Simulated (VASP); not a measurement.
# PbO (P4/nmm) in VASP: notebook

Runs on PbO. Level: PBE. Tasks: relaxation of shape and atoms at fixed volume, relaxation of cell and atoms.

Everything below comes from runs of VASP 6.6.1. Logs are shortened: lines on timing, memory, paths and dates and some standing lists are left out, and cuts for length are marked.

### 1 The cell of the first run

The structure is tetragonal, space group P4/nmm (No. 129). Conventional cell: a = 4.016 Å, b = 4.016 Å, c = 5.540 Å, α = 90.00°, β = 90.00°, γ = 90.00°. Within 3.1 Å of Pb (site symmetry 4mm) lie 4 O at 2.33 Å. Within 3.1 Å of O (site symmetry -4m2) lie 4 Pb at 2.33 Å and 4 O at 2.84 Å.

### 2 Relaxation of shape and atoms at fixed volume, PBE (22.34 Å³/atom)

INCAR reads:

```
PREC = Accurate
ENCUT = 600
EDIFF = 1E-7
ISMEAR = 0
SIGMA = 0.02
LREAL = False
LASPH = True
NELM = 60
ALGO = Normal
ISIF = 4
LWAVE = False
LCHARG = False
GGA = PE
IBRION = 2
NSW = 50
EDIFFG = -0.01
```

KPOINTS reads:

```
regular mesh
0
Gamma
  8 8 6
```

POSCAR reads:

```
PbO
1.0
    4.0160667595      0.0000000000      0.0000000000
    0.0000000000      4.0160667595      0.0000000000
    0.0000000000      0.0000000000      5.5395927829
Pb O
2 2
Direct
    0.0000000000      0.5000000000      0.2126165107
    0.5000000000      0.0000000000      0.7873834893
    0.0000000000      0.0000000000      0.0000000000
    0.5000000000      0.5000000000      0.0000000000
```

Potentials or basis: VASP PAW PBE potentials, release 64 (Pb_d, O).

Started as:

```sh
cat potpaw_PBE.64/Pb_d/POTCAR potpaw_PBE.64/O/POTCAR > POTCAR
mpirun -np 1 vasp_std > vasp.out
```

OUTCAR:

```text
PREC = Accurate
   ENCUT = 600
   EDIFF = 1E-7
   ISMEAR = 0
   LREAL = False
   LASPH = True
   NELM = 60
   ISIF = 4
   GGA = PE
   IBRION = 2
   NSW = 50
   EDIFFG = -0.01

 ion  position               nearest neighbor table
   1  0.000  0.500  0.213-   3 2.33   4 2.33   3 2.33   4 2.33   2 3.69   2 3.69   2 3.69   2 3.69

   2  0.500  0.000  0.787-   3 2.33   4 2.33   4 2.33   3 2.33   1 3.69   1 3.69   1 3.69   1 3.69

   3  0.000  0.000  0.000-   1 2.33   2 2.33   1 2.33   2 2.33
   4  0.500  0.500  0.000-   1 2.33   2 2.33   2 2.33   1 2.33

  LATTYP: Found a simple tetragonal cell.
 ALAT       =     4.0160667595
 C/A-ratio  =     1.3793577434

  Lattice vectors:

 A1 = (   4.0160667595,   0.0000000000,   0.0000000000)
 A2 = (   0.0000000000,   4.0160667595,   0.0000000000)
 A3 = (   0.0000000000,   0.0000000000,   5.5395927829)

Analysis of symmetry for initial positions (statically):
=====================================================================
 Subroutine PRICEL returns:
 Original cell was already a primitive cell.

 Routine SETGRP: Setting up the symmetry group for a
 simple tetragonal supercell.

 Subroutine GETGRP returns: Found 16 space group operations
 (whereof  8 operations were pure point group operations)
 out of a pool of 16 trial point group operations.

The static configuration has the point symmetry D_2d.
 The point group associated with its full space group is D_4h.

Analysis of symmetry for dynamics (positions and initial velocities):
=====================================================================
 Subroutine PRICEL returns:
 Original cell was already a primitive cell.

 Routine SETGRP: Setting up the symmetry group for a
 simple tetragonal supercell.

 Subroutine GETGRP returns: Found 16 space group operations
 (whereof  8 operations were pure point group operations)
 out of a pool of 16 trial point group operations.

The dynamic configuration has the point symmetry D_2d.
 The point group associated with its full space group is D_4h.

 Subroutine INISYM returns: Found 16 space group operations
 (whereof  8 operations are pure point group operations),
 and found     1 'primitive' translations

----------------------------------------------------------------------------------------

[... 96 lines left out ...]
   EDIFF  = 0.1E-06   stopping-criterion for ELM
   LREAL  =      F    real-space projection
   EDIFFG = -.1E-01   stopping-criterion for IOM
   NSW    =     50    number of steps for IOM
   IBRION =      2    ionic relax: 0-MD 1-quasi-New 2-CG
   NFREE  =      1    steps in history (QN), initial steepest desc. (CG)
   ISIF   =      4    stress and relaxation
   ISYM   =      2    0-nonsym 1-usesym 2-fastsym
   POTIM  = 0.5000    time-step for ionic-motion
   TEBEG  =    0.0;   TEEND  =   0.0 temperature during run
   PSTRESS=    0.0 pullay stress
   NELECT =      40.0000    total number of electrons
   NUPDOWN=      -1.0000    fix difference up-down
   EMIN   =  10.00;   EMAX   =-10.00  energy-range for DOS
   EFERMI =   0.00;   METHOD = LEGACY
   ISMEAR =     0;   SIGMA  =   0.02  broadening in eV -4-tet -1-fermi 0-gaus
   EFERMI_NEDOS =   21; number of points for ismear=-14 and -15
   IALGO  =     38    algorithm
   IMIX   =      4    mixing-type and parameters
     AMIX     =   0.40;   BMIX     =  1.00
     AMIX_MAG =   1.60;   BMIX_MAG =  1.00
  volume/ion in A,a.u.               =      22.34       150.74
  Fermi-wavevector in a.u.,A,eV,Ry     =   1.252377  2.366649 21.340018  1.568447
  Thomas-Fermi vector in A             =   2.386280
   LORBIT       =      0    0 simple, 1 ext, 2 COOP (PROOUT), +10 PAW based schemes
   GGA     = PE    functional components
   LHFCALC =     F    Hartree Fock is set to
   AEXX    =    0.0000 exact exchange contribution
   IVDW    =     0    specifies the selected vdW correction
   LEPSILON=     F    determine dielectric tensor
   LRPA    =     F    only Hartree local field effects (RPA)
 conjugate gradient relaxation of ions
 non-spin polarized calculation
 Gauss-broadening in eV      SIGMA  =   0.02
  energy-cutoff  :      600.00
  volume of cell :       89.35
 maximum number of plane-waves:      3016
   NGX = 17   NGY = 17   NGZ = 23

--------------------------------------- Ionic step        1  -------------------------------------------

 number of electron      40.0000006 magnetization

 Free energy of the ion-electron system (eV)
  ---------------------------------------------------
  ext. energy  EPLUGINS =         0.00000000
  ---------------------------------------------------
  free energy    TOTEN  =       -21.50101190 eV

  energy without entropy =      -21.50101190  energy(sigma->0) =      -21.50101190

------------------------ aborting loop because EDIFF is reached ----------------------------------------

  FORCE on cell =-STRESS in cart. coord.  units (eV):
  Direction    XX          YY          ZZ          XY          YZ          ZX
  --------------------------------------------------------------------------------------
  -------------------------------------------------------------------------------------
  Total        1.2906456      1.2906456      1.0505861      0.0000000      0.0000000      0.0000000
  in kB       23.1439717     23.1439717     18.8392045      0.0000000      0.0000000      0.0000000
  external PRESSURE =      21.7090493 kB  Pullay stress =       0.0000000 kB
[... 177 lines left out ...]
--------------------------------------- Ionic step        6  -------------------------------------------

 number of electron      40.0000016 magnetization

 Free energy of the ion-electron system (eV)
  ---------------------------------------------------
  ext. energy  EPLUGINS =         0.00000000
  ---------------------------------------------------
  free energy    TOTEN  =       -21.51922589 eV

  energy without entropy =      -21.51922589  energy(sigma->0) =      -21.51922589

 E-fermi :   4.1097     XC(G=0):  -9.1683

 val. band max:        3.9823081301   @ k =   0.1250   0.0000   0.0000
 cond. band min:       5.6479114365   @ k =   0.5000   0.5000   0.0000
 fundamental gap:      1.6656033063
 Fermi energy:         4.1096549662

 k-point     1 :       0.0000    0.0000    0.0000
  band No.  band energies     occupation
      1     -13.9518      2.00000
      2     -13.5476      2.00000
      3     -11.8982      2.00000
      4     -11.8982      2.00000
      5     -11.8502      2.00000
      6     -11.8384      2.00000
[... 637 lines left out ...]
     23       9.6299      0.00000
     24       9.6299      0.00000

 [... further k-points ...]
[... 5 lines left out ...]
  --------------------------------------------------------------------------------------
  -------------------------------------------------------------------------------------
  Total        0.1250014      0.1250014      0.0936264      0.0000000      0.0000000      0.0000000
  in kB        2.2415357      2.2415357      1.6789166      0.0000000      0.0000000      0.0000000
  external PRESSURE =       2.0539960 kB  Pullay stress =       0.0000000 kB
[... 19 lines left out ...]
  FREE ENERGIE OF THE ION-ELECTRON SYSTEM (eV)
  ---------------------------------------------------
  free  energy   TOTEN  =       -21.5192258882 eV

  energy  without entropy=      -21.5192258882  energy(sigma->0) =      -21.51922589

 reached required accuracy - stopping structural energy minimisation
```

OSZICAR:

```text
N       E                     dE             d eps       ncg     rms          rms(c)
DAV:   1     0.472452238330E+03    0.47245E+03   -0.21642E+04  2880   0.211E+03
DAV:   2     0.409824128828E+02   -0.43147E+03   -0.42391E+03  3024   0.512E+02
DAV:   3    -0.239229501455E+02   -0.64905E+02   -0.63301E+02  4040   0.201E+02
[... 58 lines left out ...]
DAV:   4    -0.215192233610E+02    0.19900E-03   -0.13847E-03  4496   0.392E-01    0.222E-02
DAV:   5    -0.215192268209E+02   -0.34599E-05   -0.15952E-04  2952   0.117E-01    0.801E-03
DAV:   6    -0.215192254806E+02    0.13403E-05   -0.99018E-06  4544   0.441E-02    0.433E-03
DAV:   7    -0.215192258685E+02   -0.38799E-06   -0.19552E-06  3176   0.120E-02    0.183E-03
DAV:   8    -0.215192258882E+02   -0.19615E-07   -0.33772E-07  2616   0.483E-03
   6 F= -.21519226E+02 E0= -.21519226E+02  d E =-.390699E-02
```

CONTCAR:

```text
PbO
   1.00000000000000
     4.0517865240640756    0.0000000000000000    0.0000000000000000
     0.0000000000000000    4.0517865240640756    0.0000000000000000
     0.0000000000000000   -0.0000000000000000    5.4423513591323989
  Pb              O
     2     2
Direct
     0.0000000000000000    0.5000000000000000    0.2190440584216463
     0.5000000000000000    1.0000000000000000    0.7809559415783537
     1.0000000000000000    0.0000000000000000    0.0000000000000000
     0.5000000000000000    0.5000000000000000    0.0000000000000000

  0.00000000E+00  0.00000000E+00  0.00000000E+00
  0.00000000E+00  0.00000000E+00  0.00000000E+00
  0.00000000E+00  0.00000000E+00  0.00000000E+00
  0.00000000E+00  0.00000000E+00  0.00000000E+00
```

It took 3 min on 1 thread of Intel Xeon 6975P-C (Granite Rapids), shared host; peak memory 0.31 GiB.

Results:

```yaml
Free_energy: -21.5192 eV
Energy_gained_by_relaxing: 4.6 meV/atom
Ionic_steps: 6
Pressure_after_relaxing: 0.2 GPa
Band_gap_on_the_k_mesh: 1.67 eV (least direct gap 1.99 eV)
```

The path:
```csv
step,energy change (eV),largest force (eV/Å),pressure (GPa),volume (Å³)
1,0.0000,0.4528,2.17,89.35
2,-0.0130,0.1193,1.06,89.35
3,-0.0143,0.0269,0.58,89.35
4,-0.0163,0.0174,0.47,89.35
5,-0.0173,0.0108,0.38,89.35
6,-0.0182,0.0001,0.21,89.35
```

Final structure:
```cif
data_structure
_symmetry_space_group_name_H-M 'P 1'
_symmetry_Int_Tables_number 1
_cell_length_a 4.0518
_cell_length_b 4.0518
_cell_length_c 5.4424
_cell_angle_alpha 90.000
_cell_angle_beta 90.000
_cell_angle_gamma 90.000
_cell_volume 89.35
loop_
_atom_site_label
_atom_site_type_symbol
_atom_site_fract_x
_atom_site_fract_y
_atom_site_fract_z
_atom_site_occupancy
Pb1 Pb 0.00000 0.50000 0.21904 1
Pb2 Pb 0.50000 0.00000 0.78096 1
O1 O 0.00000 0.00000 0.00000 1
O2 O 0.50000 0.50000 0.00000 1
```

Levels at points of the mesh, in eV from the valence-band top:
```
           k point  band 16  band 17  band 18  band 19  band 20  band 21  band 22  band 23  band 24
(0.00, 0.00, 0.00)    -3.90    -1.48    -1.46    -1.46     0.00     1.99     4.72     5.86     5.86
(0.50, 0.00, 0.00)    -2.92    -2.73    -2.73    -1.36    -1.36     3.18     3.18     5.88     5.88
(0.50, 0.50, 0.00)    -3.14    -1.58    -1.58    -0.85    -0.85     1.67     1.67     5.23     5.23
(0.00, 0.00, 0.50)    -3.82    -1.50    -1.47    -1.47    -0.77     1.84     4.29     4.40     4.40
(0.50, 0.00, 0.50)    -3.25    -2.71    -2.71    -0.89    -0.89     2.91     2.91     6.40     6.40
(0.50, 0.50, 0.50)    -3.39    -1.91    -1.91    -0.85    -0.85     3.66     3.66     4.14     4.14
```

Caveat: spin-orbit coupling is left out, which moves the levels of the heavy elements. A k mesh can miss the band edges.

### 3 Relaxation of cell and atoms, PBE

This run uses another cell than the first one, of 23.03 Å³/atom.

INCAR reads:

```
PREC = Accurate
ENCUT = 600
EDIFF = 1E-6
ISMEAR = 0
SIGMA = 0.02
LREAL = F
LASPH = T
NELM = 60
ALGO = Normal
ISIF = 3
LWAVE = F
LCHARG = F
GGA = PE
IBRION = 2
NSW = 100
EDIFFG = -0.005
```

KPOINTS is that of step 2.

POSCAR reads:

```
PbO
1.0
    4.0570498631      0.0000000000      0.0000000000
    0.0000000000      4.0570498631      0.0000000000
    0.0000000000      0.0000000000      5.5961231443
Pb O
2 2
Direct
    0.0000000000      0.5000000000      0.2126165107
    0.5000000000      0.0000000000      0.7873834893
    0.0000000000      0.0000000000      0.0000000000
    0.5000000000      0.5000000000      0.0000000000
```

Potentials or basis: VASP PAW PBE potentials, release 64 (Pb_d, O).

Started as:

```sh
cat potpaw_PBE.64/Pb_d/POTCAR potpaw_PBE.64/O/POTCAR > POTCAR
mpirun -np 1 vasp_std > vasp.out
```

It took 5.4 min on 1 thread of Intel Xeon 6975P-C (Granite Rapids), shared host; peak memory 0.32 GiB.

It converged, with:

| Quantity | Value |
| --- | --- |
| Free energy | -21.5226 eV |
| Relaxed volume | 22.83 Å³/atom |
| Relaxed cell | a = 4.057 Å, b = 4.057 Å, c = 5.548 Å, α = 90.00°, β = 90.00°, γ = 90.00° |
| Space group after relaxing (to 0.1 Å) | P4/nmm (No. 129) |
| Energy gained by relaxing | 0.1 meV/atom |
| Ionic steps | 15 |
| Pressure after relaxing | 0.0 GPa |
| Band gap on the k mesh | 1.76 eV (least direct gap 1.93 eV) |

Forces in eV/Å, atoms in the order of the input:
```
Pb   0.000  0.000  0.002
Pb   0.000  0.000 -0.002
O    0.000  0.000  0.000
O    0.000  0.000  0.000
```

The path:
```
step  energy change (eV)  largest force (eV/Å)  pressure (GPa)  volume (Å³)
   1              0.0000                0.0338            0.03        92.11
   2              0.0000                0.0015           -0.08        92.16
   3              0.0000                0.0073           -0.08        92.15
   4             -0.0001                0.0000           -0.07        92.06
   5             -0.0001                0.0095           -0.06        91.89
   6             -0.0001                0.0144           -0.07        91.81
   7             -0.0002                0.0062            0.04        91.64
   8             -0.0002                0.0069            0.05        91.63
   9             -0.0002                0.0111            0.06        91.59
  10             -0.0004                0.0194            0.03        91.48
  11             -0.0004                0.0368            0.02        91.24
  12             -0.0005                0.0262            0.03        91.39
  13             -0.0005                0.0115           -0.12        91.42
  14             -0.0005                0.0068           -0.04        91.41
  15             -0.0005                0.0020           -0.03        91.32
```

Final structure:
```yaml
crystal:
  lattice:
    - [4.05728, 0.00000, 0.00000]
    - [0.00000, 4.05728, 0.00000]
    - [0.00000, 0.00000, 5.54759]
  atoms:
    - { symbol: Pb, position: [0.00000, 0.50000, 0.21472] }
    - { symbol: Pb, position: [0.50000, 0.00000, 0.78528] }
    - { symbol: O, position: [0.00000, 0.00000, 0.00000] }
    - { symbol: O, position: [0.50000, 0.50000, 0.00000] }
```

Levels at points of the mesh, in eV from the valence-band top:
```tsv
k point	band 18	band 19	band 20	band 21	band 22	band 23
(0.00, 0.00, 0.00)	-1.44	-1.44	0.00	1.93	4.55	5.94
(0.50, 0.00, 0.00)	-2.70	-1.31	-1.31	3.16	3.16	5.76
(0.50, 0.50, 0.00)	-1.57	-0.83	-0.83	1.76	1.76	5.24
(0.00, 0.00, 0.50)	-1.46	-1.46	-0.75	1.82	4.28	4.49
(0.50, 0.00, 0.50)	-2.69	-0.88	-0.88	2.89	2.89	6.44
(0.50, 0.50, 0.50)	-1.86	-0.84	-0.84	3.71	3.71	4.03
```

Caveat: spin-orbit coupling is left out, which moves the levels of the heavy elements. A k mesh can miss the band edges.
